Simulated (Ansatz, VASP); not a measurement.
This is a calculation of KMgF3 for VASP 6.6.1.

File POSCAR:

```
KMgF3
1.0
    3.9859000000      0.0000000000      0.0000000000
    0.0000000000      3.9859000000      0.0000000000
    0.0000000000      0.0000000000      3.9859000000
K Mg F
1 1 3
Direct
    0.5000000000      0.5000000000      0.5000000000
    0.0000000000      0.0000000000      0.0000000000
    0.0000000000      0.0000000000      0.5000000000
    0.0000000000      0.5000000000      0.0000000000
    0.5000000000      0.0000000000      0.0000000000
```

Contents of INCAR.step1:

```
PREC = Accurate
ENCUT = 600
ISMEAR = -1
SIGMA = 0.05
LREAL = F
LASPH = T
NELM = 60
GGA = PE
ALGO = Normal
EDIFF = 1E-4
LWAVE = T
LCHARG = F
```

File INCAR.step2:

```
PREC = Accurate
ENCUT = 600
EDIFF = 1E-6
ISMEAR = -1
SIGMA = 0.05
LREAL = F
LASPH = T
NELM = 60
ALGO = Normal
ISIF = 3
LWAVE = F
LCHARG = F
METAGGA = R2SCAN
LMIXTAU = T
LUSE_VDW = T
IVDW_NL = 2
BPARAM = 11.95
CPARAM = 0.0093
IBRION = 2
NSW = 60
EDIFFG = -0.01
ISTART = 1
```

The input KPOINTS:

```
Automatic mesh
0
Gamma
  7 7 7
```

Potentials or basis: VASP PAW PBE potentials, release 64 (K_sv, Mg, F).

Command:

```bash
$ cat potpaw_PBE.64/K_sv/POTCAR potpaw_PBE.64/Mg/POTCAR potpaw_PBE.64/F/POTCAR > POTCAR
$ cp INCAR.step1 INCAR
$ mpirun -np 1 vasp_std > vasp.out
$ cp INCAR.step2 INCAR
$ mpirun -np 1 vasp_std > vasp.out
```

**Question.** Set up the same calculation for Ansatz 0.2.0. Potentials there: Ansatz PAW.

**Answer.** As run (the cutoff follows the program's own potentials):

File input.yaml:

```yaml
crystal:
  lattice:
    - [3.9859, 0.0, 0.0]
    - [0.0, 3.9859, 0.0]
    - [0.0, 0.0, 3.9859]
  atoms:
    - { symbol: K, position: [0.5, 0.5, 0.5] }
    - { symbol: Mg, position: [0.0, 0.0, 0.0] }
    - { symbol: F, position: [0.0, 0.0, 0.5] }
    - { symbol: F, position: [0.0, 0.5, 0.0] }
    - { symbol: F, position: [0.5, 0.0, 0.0] }
hamiltonian:
  xc: r2scan
  pseudopotentials: { kind: paw }
  dispersion: rvv10
kpoints:
  mp_grid: { grid: [7, 7, 7] }
scf:
  occupations: { method: fermi_dirac, width: 0.05 }
output:
  forces: true
  stress: true
  eigenvalues: true
relax:
  f_tol: 0.01
  max_steps: 40
  cell: { stress_tol: 0.05 }
```

Potentials or basis: Ansatz PAW.

The run is started by

```bash
$ ansatz run input.yaml --threads 2 --pin off --max-ram 5632MiB --backend cpu --events-out ev --progress --plain --runs-dir out
```

Both were run:

|  | VASP | Ansatz | Ansatz less VASP |
| --- | --- | --- | --- |
| gap on the k mesh at the Fermi level, each at its own relaxed structure (eV) | 8.42 | 8.37 | -0.052 |
| relaxed volume (Å³/atom) | 12.33 | 12.44 | +0.103 |
| relaxed length of the cell vector where the two differ most in proportion (Å) | 3.951 | 3.962 | +0.0110 |

VASP's potentials were made for PBE, not for r2SCAN. VASP's potentials hold 32 valence electrons a cell and Ansatz's 40, so a difference there can come from the potentials and not from the codes.

Noted on Ansatz's run: odd divisions of the mesh miss points on the zone boundary, where band edges often lie, so the gap on the mesh can be too wide; the plane-wave basis is chosen anew once the cell has moved, so the energies of steps on either side of that aren't comparable.
